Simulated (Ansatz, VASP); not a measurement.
**Al in VASP and in Ansatz**

File INCAR:

```
PREC = Accurate
ENCUT = 520
EDIFF = 1E-6
ISMEAR = 0
SIGMA = 0.1
LREAL = F
LASPH = T
NELM = 80
ALGO = Normal
ISIF = 2
LWAVE = F
LCHARG = T
GGA = PE
LELF = T
LVHAR = T
NBANDS = 14
```

KPOINTS

```
regular mesh
0
Gamma
  12 12 4
```

POSCAR

```
Al
1.0
    2.8543223330      0.0000000000      0.0000000000
   -1.4271611665      2.4719156510      0.0000000000
    0.0000000000      0.0000000000      9.3831925854
Al
4
Direct
    0.0000000000      0.0000000000      0.0000000000
    0.3333333333      0.6666666667      0.2500000000
    0.0000000000      0.0000000000      0.5000000000
    0.6666666667      0.3333333333      0.7500000000
```

Input for Ansatz:

```yaml
crystal:
  lattice:
    - [2.854322333, 0.0, 0.0]
    - [-1.4271611665, 2.4719156509, 0.0]
    - [0.0, 0.0, 9.3831925853]
  atoms:
    - { symbol: Al, position: [0.0, 0.0, 0.0] }
    - { symbol: Al, position: [0.3333333333, 0.6666666667, 0.25] }
    - { symbol: Al, position: [0.0, 0.0, 0.5] }
    - { symbol: Al, position: [0.6666666667, 0.3333333333, 0.75] }
basis:
  ecutwfc: 420
kpoints:
  mp_grid: { grid: [12, 12, 4] }
hamiltonian:
  xc: pbe
scf:
  occupations: { method: gaussian, width: 0.1 }
output:
  forces: true
  stress: true
  eigenvalues: true
```

Alike in both runs: task single point; functional PBE; k mesh 12 × 12 × 4; occupations gaussian, width 0.1 eV; no spin polarisation.

|  | VASP | Ansatz |
| --- | --- | --- |
| version | VASP 6.6.1 | Ansatz 0.2.0 |
| potentials or method | VASP PAW PBE potentials, release 64 (Al), cutoff 520 eV | scalar-relativistic, plane waves, PAW |
| valence electrons in the cell | 12 | 12 |

Ansatz gave:

```
gap on the k mesh at the Fermi level (eV)                     : none
pressure (GPa)                                                : 0.0
traceless stress, the component that is largest in VASP (GPa) : -1.06
```

Question: What did VASP give for the same quantities?

Answer: gap on the k mesh at the Fermi level (eV): none; pressure (GPa): -0.1; traceless stress, the component that is largest in VASP (GPa): -1.06.

A gap of «none» marks a metal or a gap that the smearing closes.
